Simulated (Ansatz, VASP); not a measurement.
# One calculation of Ga, two programs

Contents of INCAR:

```
SYSTEM = Ga
ALGO = Normal
EDIFF = 1E-6
ENCUT = 520
GGA = PE
ISIF = 2
ISMEAR = 0
LASPH = .True.
LCHARG = .False.
LREAL = .False.
LWAVE = .False.
NBANDS = 12
NELM = 80
PREC = Accurate
SIGMA = 0.028000000000000004
```

File KPOINTS:

```
k-points
0
Gamma
  13 13 13
  0 0 0
```

Contents of POSCAR:

```
Ga
1.0
   -1.3843987196      1.3843987196      2.3112238365
    1.3843987196     -1.3843987196      2.3112238365
    1.3843987196      1.3843987196     -2.3112238365
Ga
1
Direct
    0.0000000000      0.0000000000      0.0000000000
```

The input input.yaml:

```yaml
crystal:
  lattice:
    - [-1.3843987196, 1.3843987196, 2.3112238365]
    - [1.3843987196, -1.3843987196, 2.3112238365]
    - [1.3843987196, 1.3843987196, -2.3112238365]
  atoms:
    - { symbol: Ga, position: [0.0, 0.0, 0.0] }
hamiltonian:
  xc: pbe
  pseudopotentials: { kind: paw }
kpoints:
  mp_grid: { grid: [13, 13, 13] }
scf:
  occupations: { method: gaussian, width: 0.028 }
output:
  forces: true
  stress: true
  eigenvalues: true
```

Alike in both runs: task single point; functional PBE; k mesh 13 × 13 × 13; occupations gaussian, width 0.028 eV; no spin polarisation.

```csv
,VASP,Ansatz
version,VASP 6.6.1,Ansatz 0.2.0
potentials or method,"VASP PAW PBE potentials, release 64 (Ga_d)",Ansatz PAW
plane-wave cutoff (eV),520,420
valence electrons in the cell,13,13
```

Ansatz gave:

| Item | Value |
| --- | --- |
| gap on the k mesh at the Fermi level (eV) | none |
| pressure (GPa) | 3.5 |
| traceless stress, the component that is largest in VASP (GPa) | -0.04 |

Task: Estimate VASP's values.

Result: gap on the k mesh at the Fermi level (eV): none; pressure (GPa): 3.6; traceless stress, the component that is largest in VASP (GPa): -0.07.

A gap of «none» marks a metal or a gap that the smearing closes. With one functional, cell and mesh, what is left measures potentials, basis and numerics.
